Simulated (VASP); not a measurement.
ZnS, 2 atoms in the cell. The structure is cubic, space group F-43m (No. 216). Conventional cell: a = 5.356 Å, b = 5.356 Å, c = 5.356 Å, α = 90.00°, β = 90.00°, γ = 90.00°. Zn (site symmetry -43m) has 4 S at 2.32 Å within 3.1 Å. S (site symmetry -43m) has 4 Zn at 2.32 Å within 3.1 Å. 

| Quantity | Value |
| --- | --- |
| Program | VASP 6.6.1 |
| Task | single point |
| Functional | PBEsol |
| Potentials or basis | VASP PAW PBE potentials, release 64 (Zn, S) |
| Cutoff | 520 eV |
| k mesh | 10 × 10 × 10 |
| Occupations | gaussian, width 0.02 eV |
| Spin | no spin polarisation |
| Dipole correction | no |
| Further INCAR settings | ALGO = Normal; EDIFF = 1e-06; NBANDS = 16 |

Potentials or basis: VASP PAW PBE potentials, release 64 (Zn, S).

Launch:

```bash
$ cat potpaw_PBE.64/Zn/POTCAR potpaw_PBE.64/S/POTCAR > POTCAR
$ mpirun -np 1 vasp_std > vasp.out
```

Hardware: 1 thread of Intel(R) Xeon(R) Platinum 8259CL CPU @ 2.50GHz (Skylake/Cascade Lake) (shared host).

**Question.** How long does it take, and how much memory?

**Answer.** It took 19 s on 1 thread of Intel(R) Xeon(R) Platinum 8259CL CPU @ 2.50GHz (Skylake/Cascade Lake), on a shared host, peak memory 0.17 GiB. Counts: scf iterations 12, k points 47.
